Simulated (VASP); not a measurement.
# Pt (Fm-3m) in VASP: notebook

Runs on Pt. Level: revPBE. Tasks: single point.

Everything below comes from runs of VASP 6.6.1. Logs are shortened: lines on timing, memory, paths and dates and some standing lists are left out, and cuts for length are marked.

### Step 1. The cell of the first run

Symmetry: Fm-3m, No. 225, cubic system. The conventional cell has a = 3.821 Å, b = 3.821 Å, c = 3.821 Å, α = 90.00°, β = 90.00°, γ = 90.00°. Pt (site symmetry m-3m) has 12 Pt at 2.70 Å within 3.6 Å.

### Step 2. Single point, revPBE (volume scaled by 0.88)

INCAR

```
ALGO = Normal ; EDIFF = 1E-6
ENCUT = 520 ; GGA = RE
ISIF = 2 ; ISMEAR = -1
LASPH = True ; LCHARG = True
LELF = True ; LREAL = False
LVHAR = True ; LWAVE = False
NBANDS = 11 ; NELM = 100
PREC = Accurate ; SIGMA = 0.1
```

KPOINTS

```
k-points
0
Gamma
  22 22 22
```

POSCAR

```
Pt
1.0
    0.0000000000      1.9106589278      1.9106589278
    1.9106589278      0.0000000000      1.9106589278
    1.9106589278      1.9106589278      0.0000000000
Pt
1
Direct
    0.0000000000      0.0000000000      0.0000000000
```

Potentials or basis: VASP PAW PBE potentials, release 64 (Pt).

Run with:

```sh
cat potpaw_PBE.64/Pt/POTCAR > POTCAR
mpirun -np 1 vasp_std > vasp.out
```

OUTCAR:

```text
EDIFF = 1E-6
   ENCUT = 520
   GGA = RE
   ISIF = 2
   ISMEAR = -1
   LASPH = True
   LREAL = False
   NELM = 100
   PREC = Accurate

 ion  position               nearest neighbor table
   1  0.000  0.000  0.000-

  LATTYP: Found a face centered cubic cell.
 ALAT       =     3.8213178556

  Lattice vectors:

 A1 = (   0.0000000000,   1.9106589278,   1.9106589278)
 A2 = (   1.9106589278,   0.0000000000,   1.9106589278)
 A3 = (   1.9106589278,   1.9106589278,   0.0000000000)

Analysis of symmetry for initial positions (statically):
=====================================================================
 Subroutine PRICEL returns:
 Original cell was already a primitive cell.

 Routine SETGRP: Setting up the symmetry group for a
 face centered cubic supercell.

 Subroutine GETGRP returns: Found 48 space group operations
 (whereof 48 operations were pure point group operations)
 out of a pool of 48 trial point group operations.

The static configuration has the point symmetry O_h .

Analysis of symmetry for dynamics (positions and initial velocities):
=====================================================================
 Subroutine PRICEL returns:
 Original cell was already a primitive cell.

 Routine SETGRP: Setting up the symmetry group for a
 face centered cubic supercell.

 Subroutine GETGRP returns: Found 48 space group operations
 (whereof 48 operations were pure point group operations)
 out of a pool of 48 trial point group operations.

The dynamic configuration has the point symmetry O_h .

 Subroutine INISYM returns: Found 48 space group operations
 (whereof 48 operations are pure point group operations),
 and found     1 'primitive' translations

----------------------------------------------------------------------------------------

                                     Primitive cell

  volume of cell :      13.9502

  direct lattice vectors                    reciprocal lattice vectors
     0.000000000  1.910658928  1.910658928    -0.261689825  0.261689825  0.261689825
     1.910658928  0.000000000  1.910658928     0.261689825 -0.261689825  0.261689825
     1.910658928  1.910658928  0.000000000     0.261689825  0.261689825 -0.261689825

  length of vectors
     2.702079769  2.702079769  2.702079769     0.453260072  0.453260072  0.453260072

  position of ions in fractional coordinates (direct lattice)
     0.000000000  0.000000000  0.000000000

  ion indices of the primitive-cell ions
   primitive index   ion index
                 1           1

----------------------------------------------------------------------------------------

 KPOINTS: k-points

Automatic generation of k-mesh.
 Grid dimensions read from file:
 generate k-points for:   22   22   22

 Generating k-lattice:

  Cartesian coordinates                     Fractional coordinates (reciprocal lattice)
    -0.011894992  0.011894992  0.011894992     0.045454545  0.000000000  0.000000000
     0.011894992 -0.011894992  0.011894992     0.000000000  0.045454545  0.000000000
     0.011894992  0.011894992 -0.011894992     0.000000000  0.000000000  0.045454545

  Length of vectors
     0.020602731  0.020602731  0.020602731

  Shift w.r.t. Gamma in fractional coordinates (k-lattice)
     0.000000000  0.000000000  0.000000000

 Subroutine IBZKPT returns following result:
 ===========================================

 Found    328 irreducible k-points:

 Following reciprocal coordinates:
            Coordinates               Weight
  0.000000  0.000000  0.000000      1.000000
  0.045455  0.000000  0.000000      8.000000
  0.090909  0.000000  0.000000      8.000000
  0.136364  0.000000  0.000000      8.000000
  0.181818  0.000000  0.000000      8.000000
  0.227273  0.000000  0.000000      8.000000
[... 16 lines left out ...]
  0.500000  0.045455  0.000000     24.000000
 -0.454545  0.045455  0.000000     24.000000
 [... further k-points ...]
   k-points           NKPTS =    328   k-points in BZ     NKDIM =    328   number of bands    NBANDS=     11
   number of dos      NEDOS =    301   number of ions     NIONS =      1
   total plane-waves  NPLWV =   8000
   dimension x,y,z NGX =    20 NGY =   20 NGZ =   20
   dimension x,y,z NGXF=    40 NGYF=   40 NGZF=   40
   ions per type =               1
   NGX,Y,Z   is equivalent  to a cutoff of  12.31, 12.31, 12.31 a.u.
   NGXF,Y,Z  is equivalent  to a cutoff of  24.61, 24.61, 24.61 a.u.
 SYSTEM =  unknown system
   PREC   = accura    normal or accurate (medium, high low for compatibility)
   ISTART =      0    job   : 0-new  1-cont  2-samecut
   ICHARG =      2    charge: 1-file 2-atom 10-const
   ISPIN  =      1    spin polarized calculation?
   LNONCOLLINEAR =      F non collinear calculations
   LSORBIT =      F    spin-orbit coupling
   LASPH  =      T    aspherical Exc in radial PAW
   ENCUT  =  520.0 eV  38.22 Ry    6.18 a.u.   5.02  5.02  5.02*2*pi/ulx,y,z
   NELM   =    100;   NELMIN=  2; NELMDL= -5     # of ELM steps
   EDIFF  = 0.1E-05   stopping-criterion for ELM
   LREAL  =      F    real-space projection
   EDIFFG = 0.1E-04   stopping-criterion for IOM
   NSW    =      0    number of steps for IOM
   IBRION =     -1    ionic relax: 0-MD 1-quasi-New 2-CG
   NFREE  =      0    steps in history (QN), initial steepest desc. (CG)
   ISIF   =      2    stress and relaxation
   ISYM   =      2    0-nonsym 1-usesym 2-fastsym
   POTIM  = 0.5000    time-step for ionic-motion
   TEBEG  =    0.0;   TEEND  =   0.0 temperature during run
   PSTRESS=    0.0 pullay stress
   NELECT =      10.0000    total number of electrons
   NUPDOWN=      -1.0000    fix difference up-down
   EMIN   =  10.00;   EMAX   =-10.00  energy-range for DOS
   EFERMI =   0.00;   METHOD = LEGACY
   ISMEAR =    -1;   SIGMA  =   0.10  broadening in eV -4-tet -1-fermi 0-gaus
   EFERMI_NEDOS =   21; number of points for ismear=-14 and -15
   IALGO  =     38    algorithm
   IMIX   =      4    mixing-type and parameters
     AMIX     =   0.40;   BMIX     =  1.00
     AMIX_MAG =   1.60;   BMIX_MAG =  1.00
  volume/ion in A,a.u.               =      13.95        94.14
  Fermi-wavevector in a.u.,A,eV,Ry     =   1.465149  2.768729 29.207087  2.146660
  Thomas-Fermi vector in A             =   2.581040
   LORBIT       =      0    0 simple, 1 ext, 2 COOP (PROOUT), +10 PAW based schemes
   GGA     = RE    functional components
   LHFCALC =     F    Hartree Fock is set to
   AEXX    =    0.0000 exact exchange contribution
   IVDW    =     0    specifies the selected vdW correction
   LEPSILON=     F    determine dielectric tensor
   LRPA    =     F    only Hartree local field effects (RPA)
 non-spin polarized calculation
  energy-cutoff  :      520.00
  volume of cell :       13.95
 maximum number of plane-waves:       388
   NGX =  9   NGY =  9   NGZ =  9

 number of electron      10.0000000 magnetization

 number of electron       9.9999999 magnetization

 Free energy of the ion-electron system (eV)
  ---------------------------------------------------
  ext. energy  EPLUGINS =         0.00000000
  ---------------------------------------------------
  free energy    TOTEN  =        -5.39472400 eV

  energy without entropy =       -5.34676449  energy(sigma->0) =       -5.37074424

 E-fermi :  12.8997     XC(G=0): -13.9289

 val. band max:       12.8994359540   @ k =   0.4091   0.2727   0.0000
 cond. band min:      12.9045890105   @ k =  -0.4545   0.0909   0.0455
 fundamental gap:      0.0051530565
 Fermi energy:        12.8997058237

 k-point     1 :       0.0000    0.0000    0.0000
  band No.  band energies     occupation
      1       1.7844      2.00000
      2       8.5977      2.00000
      3       8.5977      2.00000
      4       8.5977      2.00000
      5      11.0406      2.00000
      6      11.0406      2.00000
      7      27.2447      0.00000
      8      32.6740      0.00000
      9      32.6740      0.00000
     10      32.6740      0.00000
     11      38.3067      0.00000

 k-point     2 :       0.0455    0.0000    0.0000
  band No.  band energies     occupation
      1       1.8749      2.00000
      2       8.5535      2.00000
      3       8.6354      2.00000
      4       8.6354      2.00000
      5      11.0174      2.00000
      6      11.0174      2.00000
      7      27.3948      0.00000
      8      32.2019      0.00000
      9      32.8202      0.00000
     10      32.8202      0.00000
     11      38.8626      0.00000

 k-point     3 :       0.0909    0.0000    0.0000
  band No.  band energies     occupation
      1       2.1403      2.00000
      2       8.4339      2.00000
      3       8.7391      2.00000
      4       8.7391      2.00000
      5      10.9605      2.00000
      6      10.9605      2.00000
      7      27.8208      0.00000
      8      31.1380      0.00000
      9      33.2509      0.00000
     10      33.2509      0.00000
     11      40.0209      0.00000

 k-point     4 :       0.1364    0.0000    0.0000
  band No.  band energies     occupation
      1       2.5614      2.00000
      2       8.2772      2.00000
      3       8.8781      2.00000
      4       8.8781      2.00000
      5      10.9094      2.00000
      6      10.9094      2.00000
      7      28.4392      0.00000
      8      29.8899      0.00000
      9      33.9425      0.00000
     10      33.9425      0.00000
     11      39.9792      0.00000
[... 239 lines left out ...]
 k-point    22 :       0.4545    0.0455    0.0000
  band No.  band energies     occupation
      1       4.7968      2.00000
      2       8.4820      2.00000
      3       8.6276      2.00000
      4      11.0124      2.00000
      5      12.8929      1.03405
      6      13.1522      0.14821
      7      20.2334      0.00000
      8      27.1768      0.00000
      9      32.4535      0.00000
     10      32.8394      0.00000
     11      41.6989      0.00000

 k-point    23 :       0.5000    0.0455    0.0000
  band No.  band energies     occupation
      1       4.7902      2.00000
      2       8.4461      2.00000
      3       8.5772      2.00000
      4      11.4902      2.00000
      5      12.9549      0.73066
      6      13.5434      0.00320
      7      19.4164      0.00000
      8      27.0011      0.00000
      9      32.2822      0.00000
     10      32.3006      0.00000
     11      42.4391      0.00000

 k-point    24 :      -0.4545    0.0455    0.0000
  band No.  band energies     occupation
      1       4.7926      2.00000
      2       8.4638      2.00000
      3       8.5766      2.00000
      4      11.4192      2.00000
      5      12.8327      1.32288
      6      13.5326      0.00356
      7      19.5970      0.00000
      8      27.0365      0.00000
      9      32.1454      0.00000
     10      32.5875      0.00000
     11      42.1574      0.00000

 [... further k-points ...]

------------------------ aborting loop because EDIFF is reached ----------------------------------------

  FORCE on cell =-STRESS in cart. coord.  units (eV):
  Direction    XX          YY          ZZ          XY          YZ          ZX
  --------------------------------------------------------------------------------------
  -------------------------------------------------------------------------------------
  Total        3.6344522      3.6344522      3.6344522     -0.0000000      0.0000000     -0.0000000
  in kB      417.4169190    417.4169190    417.4169190     -0.0000000      0.0000000     -0.0000000
  external PRESSURE =     417.4169190 kB  Pullay stress =       0.0000000 kB

 VOLUME and BASIS-vectors are now :
 -----------------------------------------------------------------------------
  energy-cutoff  :      520.00
  volume of cell :       13.95
      direct lattice vectors                 reciprocal lattice vectors
     0.000000000  1.910658928  1.910658928    -0.261689825  0.261689825  0.261689825
     1.910658928  0.000000000  1.910658928     0.261689825 -0.261689825  0.261689825
     1.910658928  1.910658928  0.000000000     0.261689825  0.261689825 -0.261689825

 POSITION                                       TOTAL-FORCE (eV/Angst)
 -----------------------------------------------------------------------------------
      0.00000      0.00000      0.00000        -0.000000      0.000000      0.000000
 -----------------------------------------------------------------------------------
    total drift:                                0.000000      0.000000      0.000000

  FREE ENERGIE OF THE ION-ELECTRON SYSTEM (eV)
  ---------------------------------------------------
  free  energy   TOTEN  =        -5.3947239997 eV

  energy  without entropy=       -5.3467644892  energy(sigma->0) =       -5.37074424
```

Run time: 15 s. Hardware: 1 thread of Intel Xeon 6975P-C (Granite Rapids), shared host; peak memory 0.17 GiB.

What came out:

```
Free energy            : -5.3947 eV
Pressure               : 41.7 GPa
Band gap on the k mesh : zero (band 5 reaches 13.48 eV, above the bottom of band 6 at 10.91 eV)
```

Caveat: the PAW data sets were made with another functional, which shifts forces and pressure a little; spin-orbit coupling is left out, which moves the levels of the heavy elements.

### Step 3. Single point, revPBE (volume scaled by 0.92)

INCAR

```
SYSTEM = Pt
PREC     = Accurate       ! precision mode
ENCUT    = 520            ! plane-wave cutoff, eV
EDIFF    = 1E-6           ! SCF threshold, eV
ISMEAR   = -1             ! smearing method
SIGMA    = 0.1            ! smearing width, eV
LREAL    = .False.        ! projectors in reciprocal space
LASPH    = .True.         ! aspherical terms in the spheres
NELM     = 100            ! most SCF steps
ALGO     = Normal         ! electronic algorithm
ISIF     = 2              ! what is computed and relaxed
LWAVE    = .False.        ! write WAVECAR
LCHARG   = .False.        ! write CHGCAR
GGA      = RE             ! functional
NBANDS   = 11             ! bands
```

KPOINTS

```
Automatic mesh
0
Gamma
  22 22 22
  0 0 0
```

POSCAR

```
Pt
1.0
    0.0000000000      1.9391804302      1.9391804302
    1.9391804302      0.0000000000      1.9391804302
    1.9391804302      1.9391804302      0.0000000000
Pt
1
Direct
    0.0000000000      0.0000000000      0.0000000000
```

Potentials or basis: VASP PAW PBE potentials, release 64 (Pt).

Run with:

```sh
cat potpaw_PBE.64/Pt/POTCAR > POTCAR
mpirun -np 1 vasp_std > vasp.out
```

Run time: 15 s. Hardware: 1 thread of Intel Xeon 6975P-C (Granite Rapids), shared host; peak memory 0.16 GiB.

The run converged. Its results:

```yaml
Free_energy: -5.5238 eV
Pressure: 23.9 GPa
Band_gap_on_the_k_mesh: zero (band 5 reaches 12.51 eV, above the bottom of band 6 at 10.14 eV)
```

Levels at points of the mesh, in eV from the Fermi level:
```tsv
k point	band 1	band 2	band 3	band 4	band 5	band 6	band 7	band 8	band 9	band 10
(0.00, 0.00, 0.00)	-10.59	-4.00	-4.00	-4.00	-1.73	-1.73	14.51	19.68	19.68	19.68
(0.50, 0.00, 0.00)	-7.68	-4.08	-4.08	-0.61	0.04	0.04	6.12	14.09	19.21	19.21
(0.50, 0.50, 0.00)	-7.46	-6.98	0.00	0.52	0.52	1.72	9.28	11.51	11.51	20.56
```

Caveat: the PAW data sets were made with another functional, which shifts forces and pressure a little; spin-orbit coupling is left out, which moves the levels of the heavy elements.

### Step 4. Single point, revPBE (volume scaled by 0.96)

INCAR

```
SYSTEM = Pt
PREC     = Accurate       ! precision mode
ENCUT    = 520            ! plane-wave cutoff, eV
EDIFF    = 1E-6           ! SCF threshold, eV
ISMEAR   = -1             ! smearing method
SIGMA    = 0.1            ! smearing width, eV
LREAL    = .FALSE.        ! projectors in reciprocal space
LASPH    = .TRUE.         ! aspherical terms in the spheres
NELM     = 60             ! most SCF steps
ALGO     = Normal         ! electronic algorithm
ISIF     = 2              ! what is computed and relaxed
LWAVE    = .FALSE.        ! write WAVECAR
LCHARG   = .FALSE.        ! write CHGCAR
GGA      = RE             ! functional
NBANDS   = 11             ! bands
```

KPOINTS

```
Automatic mesh
0
G
  22 22 22
  0 0 0
```

POSCAR

```
Pt
1.0
    0.0000000000      1.9668867510      1.9668867510
    1.9668867510      0.0000000000      1.9668867510
    1.9668867510      1.9668867510      0.0000000000
Pt
1
Direct
    0.0000000000      0.0000000000      0.0000000000
```

Run with:

```sh
cat potpaw_PBE.64/Pt/POTCAR > POTCAR
mpirun -np 1 vasp_std > vasp.out
```

Wall time 16 s (1 thread of Intel Xeon 6975P-C (Granite Rapids), shared host); peak memory 0.19 GiB.

Results (log left out):

```
Free energy            : -5.5908 eV
Pressure               : 10.2 GPa
Band gap on the k mesh : zero (band 5 reaches 11.64 eV, above the bottom of band 6 at 9.43 eV)
```

Levels at points of the mesh, in eV from the Fermi level:
```tsv
k point	band 1	band 2	band 3	band 4	band 5	band 6	band 7	band 8	band 9	band 10
(0.00, 0.00, 0.00)	-10.10	-3.73	-3.73	-3.73	-1.62	-1.62	14.64	19.57	19.57	19.57
(0.50, 0.00, 0.00)	-7.22	-3.80	-3.80	-0.43	0.03	0.03	5.79	14.21	18.93	18.93
(0.50, 0.50, 0.00)	-6.98	-6.52	-0.01	0.48	0.48	1.81	8.80	11.38	11.38	20.03
```

Caveat: the PAW data sets were made with another functional, which shifts forces and pressure a little; spin-orbit coupling is left out, which moves the levels of the heavy elements.

### Step 5. Overview

```tsv
cell	gap on the mesh (eV)	pressure (GPa)
a = 2.702 Å, angles 60.0°, 1 atom	none	41.7
a = 2.742 Å, angles 60.0°, 1 atom	none	23.9
a = 2.782 Å, angles 60.0°, 1 atom	none	10.2
```

Alike in all rows: task single point; level revPBE; potentials or basis VASP PAW PBE potentials, release 64 (Pt); no spin polarisation; k mesh 22 × 22 × 22; cutoff (eV) 520; smearing fermi-dirac 0.1 eV.

Caveats: the PAW data sets were made with another functional, which shifts forces and pressure a little; spin-orbit coupling is left out, which moves the levels of the heavy elements.

Total energies depend on the potentials used, so only differences within one code and one set of settings carry meaning.
